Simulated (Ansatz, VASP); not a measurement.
**Tl: VASP beside Ansatz**

INCAR

```
SYSTEM = Tl
ALGO = Normal
EDIFF = 1E-8
ENCUT = 520
ISIF = 2
ISMEAR = -1
LASPH = .True.
LCHARG = .False.
LEFG = .True.
LREAL = .False.
LWAVE = .False.
NBANDS = 12
NELM = 100
PREC = Accurate
SIGMA = 0.05
```

File KPOINTS:

```
k-points
0
Gamma
  13 13 13
  0 0 0
```

File POSCAR:

```
Tl
1.0
   -1.9665424028      1.9665424028      1.9665424028
    1.9665424028     -1.9665424028      1.9665424028
    1.9665424028      1.9665424028     -1.9665424028
Tl
1
Direct
    0.0000000000      0.0000000000      0.0000000000
```

Input for Ansatz:

```yaml
crystal:
  lattice:
    - [-1.9665424028, 1.9665424028, 1.9665424028]
    - [1.9665424028, -1.9665424028, 1.9665424028]
    - [1.9665424028, 1.9665424028, -1.9665424028]
  atoms:
    - { symbol: Tl, position: [0.0, 0.0, 0.0] }
kpoints:
  mp_grid: { grid: [13, 13, 13] }
scf:
  occupations: { method: fermi_dirac, width: 0.05 }
hamiltonian:
  xc: lda
  pseudopotentials: { kind: paw }
output:
  forces: true
  stress: true
  eigenvalues: true
  efg: { contact_densities: true }
```

Change from the starting cell: volume scaled by 1.04, PAW files.

Alike in both runs: task electric field gradients; functional LDA; k mesh 13 × 13 × 13; occupations fermi-dirac, width 0.05 eV; no spin polarisation.

|  | VASP | Ansatz |
| --- | --- | --- |
| version | VASP 6.6.1 | Ansatz 0.2.0 |
| potentials or method | VASP PAW LDA potentials, release 64 (Tl_d) | PAW with Ansatz's default frozen-core files, scalar-relativistic |
| plane-wave cutoff (eV) | 520 | 420 |
| valence electrons in the cell | 13 | 13 |

|  | VASP | Ansatz | Ansatz less VASP |
| --- | --- | --- | --- |
| pressure (GPa) | -3.4 | -3.5 | -0.01 |

LDA's correlation is that of Perdew and Zunger in VASP and of Perdew and Wang (1992) in Ansatz.

Spin-orbit coupling is off throughout.
